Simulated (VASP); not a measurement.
# Si2Mo (I4/mmm) in VASP: settings compared

Aim: see how the results for Si2Mo move with the level of theory and the settings. Levels: PBE+D3(BJ), PBE+D4, PBEsol+D3(BJ), BLYP+D4. Tasks: single point, relaxation of cell and atoms.

All numbers are computed with VASP 6.6.1; they aren't measurements. Logs are shortened: lines on timing, memory, paths and dates and some standing lists are left out, and cuts for length are marked.

## Step 1: The cell of the first run

Symmetry: I4/mmm, No. 139, tetragonal system. Conventional cell: a = 3.178 Å, b = 3.178 Å, c = 7.797 Å, α = 90.00°, β = 90.00°, γ = 90.00°. Mo (site symmetry 4/mmm) has 10 Si at 2.59 to 2.61 Å and 4 Mo at 3.18 Å within 3.4 Å. Within 3.4 Å of Si (site symmetry 4mm) lie 9 Si at 2.58 to 3.18 Å and 5 Mo at 2.59 to 2.61 Å.

## Step 2: Single point, PBE+D3(BJ)

File INCAR:

```
  PREC = Accurate
  ENCUT = 520
  EDIFF = 1E-6
  ISMEAR = -1
  SIGMA = 0.05
  LREAL = F
  LASPH = T
  NELM = 60
  ALGO = Normal
  ISIF = 2
  LWAVE = F
  LCHARG = F
  GGA = PE
  IVDW = 12
  NBANDS = 18
```

File KPOINTS:

```
Automatic mesh
0
Gamma
  12 12 12
```

File POSCAR:

```
Si2Mo
1.0
   -1.5891757002      1.5891757002      3.8984137953
    1.5891757002     -1.5891757002      3.8984137953
    1.5891757002      1.5891757002     -3.8984137953
Mo Si
1 2
Direct
    0.0000000000      0.0000000000      0.0000000000
    0.6654325969      0.6654325969      0.0000000000
    0.3345674031      0.3345674031      0.0000000000
```

Potentials or basis: VASP PAW PBE potentials, release 64 (Mo_sv, Si).

Run with:

```
cat potpaw_PBE.64/Mo_sv/POTCAR potpaw_PBE.64/Si/POTCAR > POTCAR
mpirun -np 1 vasp_std > vasp.out
```

OUTCAR:

```text
PREC = Accurate
   ENCUT = 520
   EDIFF = 1E-6
   ISMEAR = -1
   LREAL = F
   LASPH = T
   NELM = 60
   ISIF = 2
   GGA = PE
   IVDW = 12
 IVDW          = 12

 ion  position               nearest neighbor table
   1  0.000  0.000  0.000-   2 2.59   3 2.59   2 2.59   3 2.59   2 2.59   3 2.59   3 2.59   2 2.59
                             2 2.61   3 2.61
   2  0.665  0.665  0.000-   3 2.58   1 2.59   1 2.59   1 2.59   1 2.59   3 2.61   3 2.61   3 2.61
                             3 2.61   1 2.61
   3  0.335  0.335  0.000-   2 2.58   1 2.59   1 2.59   1 2.59   1 2.59   2 2.61   2 2.61   2 2.61
                             2 2.61   1 2.61

  LATTYP: Found a body centered tetragonal cell.
 ALAT       =     3.1783514004
 C/A-ratio  =     2.4531043325

  Lattice vectors:

 A1 = (  -1.5891757002,   1.5891757002,   3.8984137953)
 A2 = (   1.5891757002,  -1.5891757002,   3.8984137953)
 A3 = (   1.5891757002,   1.5891757002,  -3.8984137953)

Analysis of symmetry for initial positions (statically):
=====================================================================
 Subroutine PRICEL returns:
 Original cell was already a primitive cell.

 Routine SETGRP: Setting up the symmetry group for a
 body centered tetragonal supercell.

 Subroutine GETGRP returns: Found 16 space group operations
 (whereof 16 operations were pure point group operations)
 out of a pool of 16 trial point group operations.

The static configuration has the point symmetry D_4h.

Analysis of symmetry for dynamics (positions and initial velocities):
=====================================================================
 Subroutine PRICEL returns:
 Original cell was already a primitive cell.

 Routine SETGRP: Setting up the symmetry group for a
 body centered tetragonal supercell.

 Subroutine GETGRP returns: Found 16 space group operations
 (whereof 16 operations were pure point group operations)
 out of a pool of 16 trial point group operations.

The dynamic configuration has the point symmetry D_4h.

 Subroutine INISYM returns: Found 16 space group operations
 (whereof 16 operations are pure point group operations),
 and found     1 'primitive' translations

----------------------------------------------------------------------------------------

                                     Primitive cell

  volume of cell :      39.3815

  direct lattice vectors                    reciprocal lattice vectors
    -1.589175700  1.589175700  3.898413795     0.000000000  0.314628521  0.128257293
     1.589175700 -1.589175700  3.898413795     0.314628521  0.000000000  0.128257293
     1.589175700  1.589175700 -3.898413795     0.314628521  0.314628521  0.000000000

  length of vectors
     4.499843212  4.499843212  4.499843212     0.339766154  0.339766154  0.444951921

  position of ions in fractional coordinates (direct lattice)
     0.000000000  0.000000000  0.000000000
     0.665432597  0.665432597  0.000000000
     0.334567403  0.334567403  0.000000000

  ion indices of the primitive-cell ions
   primitive index   ion index
                 1           1
                 2           2
                 3           3

----------------------------------------------------------------------------------------

 KPOINTS: Automatic mesh

Automatic generation of k-mesh.
 Grid dimensions read from file:
 generate k-points for:   12   12   12

 Generating k-lattice:

  Cartesian coordinates                     Fractional coordinates (reciprocal lattice)
     0.000000000  0.026219043  0.010688108     0.083333333 -0.000000000  0.000000000
     0.026219043  0.000000000  0.010688108    -0.000000000  0.083333333  0.000000000
     0.026219043  0.026219043  0.000000000     0.000000000  0.000000000  0.083333333

  Length of vectors
     0.028313846  0.028313846  0.037079327

  Shift w.r.t. Gamma in fractional coordinates (k-lattice)
     0.000000000  0.000000000  0.000000000

 Subroutine IBZKPT returns following result:
 ===========================================

 Found    163 irreducible k-points:

 Following reciprocal coordinates:
            Coordinates               Weight
  0.000000  0.000000  0.000000      1.000000
  0.083333  0.000000 -0.000000      8.000000
  0.166667  0.000000  0.000000      8.000000
  0.250000  0.000000  0.000000      8.000000
  0.333333  0.000000 -0.000000      8.000000
  0.416667  0.000000 -0.000000      8.000000
[... 16 lines left out ...]
  0.500000  0.166667  0.000000     16.000000
 -0.416667  0.166667  0.000000     16.000000
 [... further k-points ...]
   k-points           NKPTS =    163   k-points in BZ     NKDIM =    163   number of bands    NBANDS=     18
   number of dos      NEDOS =    301   number of ions     NIONS =      3
   total plane-waves  NPLWV =  46656
   dimension x,y,z NGX =    36 NGY =   36 NGZ =   36
   dimension x,y,z NGXF=    72 NGYF=   72 NGZF=   72
   ions per type =               1   2
   NGX,Y,Z   is equivalent  to a cutoff of  13.30, 13.30, 13.30 a.u.
   NGXF,Y,Z  is equivalent  to a cutoff of  26.60, 26.60, 26.60 a.u.
 SYSTEM =  unknown system
   PREC   = accura    normal or accurate (medium, high low for compatibility)
   ISTART =      0    job   : 0-new  1-cont  2-samecut
   ICHARG =      2    charge: 1-file 2-atom 10-const
   ISPIN  =      1    spin polarized calculation?
   LNONCOLLINEAR =      F non collinear calculations
   LSORBIT =      F    spin-orbit coupling
   LASPH  =      T    aspherical Exc in radial PAW
   ENCUT  =  520.0 eV  38.22 Ry    6.18 a.u.   8.37  8.37  8.37*2*pi/ulx,y,z
   NELM   =     60;   NELMIN=  2; NELMDL= -5     # of ELM steps
   EDIFF  = 0.1E-05   stopping-criterion for ELM
   LREAL  =      F    real-space projection
   EDIFFG = 0.1E-04   stopping-criterion for IOM
   NSW    =      0    number of steps for IOM
   IBRION =     -1    ionic relax: 0-MD 1-quasi-New 2-CG
   NFREE  =      0    steps in history (QN), initial steepest desc. (CG)
   ISIF   =      2    stress and relaxation
   ISYM   =      2    0-nonsym 1-usesym 2-fastsym
   POTIM  = 0.5000    time-step for ionic-motion
   TEBEG  =    0.0;   TEEND  =   0.0 temperature during run
   PSTRESS=    0.0 pullay stress
   NELECT =      22.0000    total number of electrons
   NUPDOWN=      -1.0000    fix difference up-down
   EMIN   =  10.00;   EMAX   =-10.00  energy-range for DOS
   EFERMI =   0.00;   METHOD = LEGACY
   ISMEAR =    -1;   SIGMA  =   0.05  broadening in eV -4-tet -1-fermi 0-gaus
   EFERMI_NEDOS =   21; number of points for ismear=-14 and -15
   IALGO  =     38    algorithm
   IMIX   =      4    mixing-type and parameters
     AMIX     =   0.40;   BMIX     =  1.00
     AMIX_MAG =   1.60;   BMIX_MAG =  1.00
  volume/ion in A,a.u.               =      13.13        88.59
  Fermi-wavevector in a.u.,A,eV,Ry     =   1.348296  2.547909 24.734047  1.817901
  Thomas-Fermi vector in A             =   2.475976
   LORBIT       =      0    0 simple, 1 ext, 2 COOP (PROOUT), +10 PAW based schemes
   GGA     = PE    functional components
   LHFCALC =     F    Hartree Fock is set to
   AEXX    =    0.0000 exact exchange contribution
   IVDW    =    12    specifies the selected vdW correction
   LEPSILON=     F    determine dielectric tensor
   LRPA    =     F    only Hartree local field effects (RPA)
 non-spin polarized calculation
  energy-cutoff  :      520.00
  volume of cell :       39.38
 maximum number of plane-waves:      1080
 NGX is ok and might be reduce to    36
   NGX = 17   NGY = 17   NGZ = 17

 number of electron      22.0000000 magnetization

 Free energy of the ion-electron system (eV)
  ---------------------------------------------------
  ext. energy  EPLUGINS =         0.00000000
  ---------------------------------------------------
  free energy    TOTEN  =       -23.22986752 eV

  energy without entropy =      -23.22749821  energy(sigma->0) =      -23.22868287

 E-fermi :  12.5808     XC(G=0): -12.5305

 val. band max:       12.5303646702   @ k =  -0.4167   0.5000   0.3333
 cond. band min:      12.5946394943   @ k =   0.0833   0.0000  -0.0000
 fundamental gap:      0.0642748241
 Fermi energy:        12.5808382429

 k-point     1 :       0.0000    0.0000    0.0000
  band No.  band energies     occupation
      1     -48.1081      2.00000
      2     -22.2773      2.00000
      3     -22.1851      2.00000
      4     -22.1851      2.00000
      5      -1.0106      2.00000
      6       6.0727      2.00000
[... 10 lines left out ...]
     17      17.8090      0.00000
     18      17.8090      0.00000

 k-point     2 :       0.0833    0.0000   -0.0000
  band No.  band energies     occupation
      1     -48.1068      2.00000
      2     -22.2759      2.00000
      3     -22.2041      2.00000
      4     -22.1833      2.00000
      5      -0.8817      2.00000
      6       6.0853      2.00000
[... 10 lines left out ...]
     17      17.9115      0.00000
     18      18.5480      0.00000

 k-point     3 :       0.1667    0.0000    0.0000
  band No.  band energies     occupation
      1     -48.1030      2.00000
      2     -22.2722      2.00000
      3     -22.2556      2.00000
      4     -22.1785      2.00000
      5      -0.5021      2.00000
      6       6.0592      2.00000
[... 10 lines left out ...]
     17      18.5639      0.00000
     18      19.9962      0.00000

 k-point     4 :       0.2500    0.0000    0.0000
  band No.  band energies     occupation
      1     -48.0979      2.00000
      2     -22.3258      2.00000
      3     -22.2665      2.00000
      4     -22.1719      2.00000
      5       0.1080      2.00000
      6       5.7480      2.00000
[... 375 lines left out ...]
      4     -22.2269      2.00000
      5       2.4610      2.00000
      6       3.9697      2.00000
[... 10 lines left out ...]
     17      20.1392      0.00000
     18      21.6319      0.00000

 k-point    23 :       0.5000    0.1667    0.0000
  band No.  band energies     occupation
      1     -48.0827      2.00000
      2     -22.4520      2.00000
      3     -22.2482      2.00000
      4     -22.2248      2.00000
      5       2.9578      2.00000
      6       3.4784      2.00000
[... 10 lines left out ...]
     17      20.2796      0.00000
     18      21.4914      0.00000

 k-point    24 :      -0.4167    0.1667    0.0000
  band No.  band energies     occupation
      1     -48.0841      2.00000
      2     -22.4340      2.00000
      3     -22.2484      2.00000
      4     -22.2267      2.00000
      5       1.9757      2.00000
      6       4.5120      2.00000
[... 10 lines left out ...]
     17      20.0330      0.00000
     18      20.9558      0.00000

 [... further k-points ...]

------------------------ aborting loop because EDIFF is reached ----------------------------------------

 Edisp (eV)   -1.76799

 E8    (eV) :    -0.7689

  FORCE on cell =-STRESS in cart. coord.  units (eV):
  Direction    XX          YY          ZZ          XY          YZ          ZX
  --------------------------------------------------------------------------------------
  -------------------------------------------------------------------------------------
  Total       0.04777     0.04777     0.03554     0.00000    -0.00000     0.00000
  in kB       1.94338     1.94338     1.44598     0.00000    -0.00000     0.00000
  external pressure =        1.78 kB  Pullay stress =        0.00 kB

 VOLUME and BASIS-vectors are now :
 -----------------------------------------------------------------------------
  energy-cutoff  :      520.00
  volume of cell :       39.38
      direct lattice vectors                 reciprocal lattice vectors
    -1.589175700  1.589175700  3.898413795     0.000000000  0.314628521  0.128257293
     1.589175700 -1.589175700  3.898413795     0.314628521  0.000000000  0.128257293
     1.589175700  1.589175700 -3.898413795     0.314628521  0.314628521  0.000000000

 POSITION                                       TOTAL-FORCE (eV/Angst)
 -----------------------------------------------------------------------------------
      0.00000      0.00000      0.00000        -0.000000     -0.000000     -0.000000
      0.00000      0.00000      5.18826         0.000000      0.000000      0.000876
      0.00000      0.00000      2.60856         0.000000      0.000000     -0.000876
 -----------------------------------------------------------------------------------
    total drift:                               -0.000000     -0.000000     -0.000000

  FREE ENERGIE OF THE ION-ELECTRON SYSTEM (eV)
  ---------------------------------------------------
  free  energy   TOTEN  =       -24.9978585752 eV

  energy  without entropy=      -24.9954892661  energy(sigma->0) =      -24.99667392
```

It took 3.7 min on 1 thread of Intel Xeon 8259CL, shared host; peak memory 0.28 GiB.

What came out:

```
Free energy                : -24.9979 eV
Pressure                   : 0.2 GPa
Band gap on the k mesh     : zero (bands 11 and 12 overlap by 0.98 eV)
Dispersion energy per atom : -0.589 eV
```

Levels at points of the mesh, in eV from the Fermi level:
```tsv
k point	band 7	band 8	band 9	band 10	band 11	band 12	band 13	band 14	band 15	band 16
(0.00, 0.00, 0.00)	-3.40	-3.14	-2.68	-2.68	0.40	3.11	3.28	3.62	3.62	4.19
(0.50, 0.00, 0.00)	-5.03	-4.55	-2.65	-2.62	-0.53	2.35	3.13	4.23	4.27	5.54
(0.50, 0.50, 0.00)	-5.74	-5.20	-4.52	-3.14	-1.19	2.40	2.83	3.19	3.39	4.80
(0.50, 0.50, 0.50)	-3.63	-2.26	-0.59	-0.59	-0.48	-0.48	0.54	4.79	5.39	6.02
```

## Step 3: Single point, PBE+D4

This run uses another cell than the first one, of 13.19 Å³/atom.

File INCAR:

```
PREC = Accurate ; ENCUT = 520
EDIFF = 1E-6 ; ISMEAR = -1
SIGMA = 0.05 ; LREAL = F
LASPH = T ; NELM = 100
ALGO = Normal ; ISIF = 2
LWAVE = F ; LCHARG = F
GGA = PE ; IVDW = 13
NBANDS = 18
```

KPOINTS is that of step 2.

File POSCAR:

```
Si2Mo
1.0
   -1.5919583877      1.5919583877      3.9028302975
    1.5919583877     -1.5919583877      3.9028302975
    1.5919583877      1.5919583877     -3.9028302975
Mo Si
1 2
Direct
    0.0000000000      0.0000000000      0.0000000000
    0.6653209614      0.6653209614      0.0000000000
    0.3346790386      0.3346790386      0.0000000000
```

Potentials or basis: VASP PAW PBE potentials, release 64 (Mo_sv, Si).

Run with:

```
cat potpaw_PBE.64/Mo_sv/POTCAR potpaw_PBE.64/Si/POTCAR > POTCAR
mpirun -np 1 vasp_std > vasp.out
```

OUTCAR:

```text
PREC = Accurate
   ENCUT = 520
   EDIFF = 1E-6
   ISMEAR = -1
   LREAL = F
   LASPH = T
   NELM = 100
   ISIF = 2
   GGA = PE
   IVDW = 13

 ion  position               nearest neighbor table
   1  0.000  0.000  0.000-   2 2.59   2 2.59   2 2.59   3 2.59   2 2.59   3 2.59   3 2.59   3 2.59
                             2 2.61   3 2.61
   2  0.665  0.665  0.000-   3 2.58   1 2.59   1 2.59   1 2.59   1 2.59   3 2.61   3 2.61   3 2.61
                             3 2.61   1 2.61
   3  0.335  0.335  0.000-   2 2.58   1 2.59   1 2.59   1 2.59   1 2.59   2 2.61   2 2.61   2 2.61
[... 708 lines left out ...]
  Direction    XX          YY          ZZ          XY          YZ          ZX
  --------------------------------------------------------------------------------------
  -------------------------------------------------------------------------------------
  Total       0.04576     0.04576     0.03206     0.00000     0.00000     0.00000
  in kB       1.85311     1.85311     1.29831     0.00000     0.00000     0.00000
  external pressure =        1.67 kB  Pullay stress =        0.00 kB

 VOLUME and BASIS-vectors are now :
 -----------------------------------------------------------------------------
  energy-cutoff  :      520.00
  volume of cell :       39.56
      direct lattice vectors                 reciprocal lattice vectors
    -1.591958388  1.591958388  3.902830297     0.000000000  0.314078561  0.128112155
     1.591958388 -1.591958388  3.902830297     0.314078561  0.000000000  0.128112155
     1.591958388  1.591958388 -3.902830297     0.314078561  0.314078561  0.000000000

 POSITION                                       TOTAL-FORCE (eV/Angst)
 -----------------------------------------------------------------------------------
      0.00000      0.00000      0.00000         0.000000      0.000000     -0.000000
      0.00000      0.00000      5.19327         0.000000      0.000000      0.000375
      0.00000      0.00000      2.61239        -0.000000     -0.000000     -0.000375
 -----------------------------------------------------------------------------------
    total drift:                               -0.000000      0.000000     -0.000000

  FREE ENERGIE OF THE ION-ELECTRON SYSTEM (eV)
  ---------------------------------------------------
  free  energy   TOTEN  =       -24.9219231786 eV

  energy  without entropy=      -24.9195227753  energy(sigma->0) =      -24.92072298
```

OSZICAR:

```text
N       E                     dE             d eps       ncg     rms          rms(c)
DAV:   1     0.120469007953E+03    0.12047E+03   -0.11253E+04  5868   0.116E+03
DAV:   2    -0.210739843497E+02   -0.14154E+03   -0.13871E+03  7040   0.299E+02
DAV:   3    -0.241128870934E+02   -0.30389E+01   -0.30142E+01  7256   0.393E+01
DAV:   4    -0.241287414294E+02   -0.15854E-01   -0.15837E-01  6988   0.316E+00
DAV:   5    -0.241288473863E+02   -0.10596E-03   -0.10595E-03  6870   0.268E-01    0.223E+01
DAV:   6    -0.233895456583E+02    0.73930E+00   -0.55201E+00  6166   0.154E+01    0.499E+00
DAV:   7    -0.232727915434E+02    0.11675E+00   -0.82180E-01  6096   0.547E+00    0.467E+00
DAV:   8    -0.232387107524E+02    0.34081E-01   -0.97555E-02  6354   0.234E+00    0.455E-01
DAV:   9    -0.232380291712E+02    0.68158E-03   -0.18766E-03  6954   0.354E-01    0.247E-01
DAV:  10    -0.232379831809E+02    0.45990E-04   -0.49383E-04  6586   0.187E-01    0.535E-02
DAV:  11    -0.232379721619E+02    0.11019E-04   -0.15658E-04  6456   0.933E-02    0.388E-02
DAV:  12    -0.232379700602E+02    0.21018E-05   -0.25793E-05  6226   0.357E-02    0.102E-02
DAV:  13    -0.232379692238E+02    0.83633E-06   -0.18665E-06  4182   0.113E-02
   1 F= -.24921923E+02 E0= -.24920723E+02  d E =-.240040E-02
```

Wall time 3.6 min (1 thread of Intel Xeon 8259CL, shared host); peak memory 0.28 GiB.

Results:

```
Free energy                : -24.9219 eV
Pressure                   : 0.2 GPa
Band gap on the k mesh     : zero (bands 11 and 12 overlap by 0.97 eV)
Dispersion energy per atom : -0.561 eV
```

Levels at points of the mesh, in eV from the Fermi level:
```
           k point  band 8  band 9  band 10  band 11  band 12  band 13  band 14  band 15
(0.00, 0.00, 0.00)   -3.12   -2.66    -2.66     0.39     3.13     3.25     3.60     3.60
(0.50, 0.00, 0.00)   -4.53   -2.63    -2.61    -0.52     2.33     3.13     4.20     4.26
(0.50, 0.50, 0.00)   -5.20   -4.50    -3.11    -1.19     2.38     2.81     3.19     3.38
(0.50, 0.50, 0.50)   -2.24   -0.58    -0.58    -0.48    -0.48     0.53     4.78     5.34
```

[end of part 1 of 2]

The gap in the log of VASP goes by the Fermi energy; the results here count the filled bands.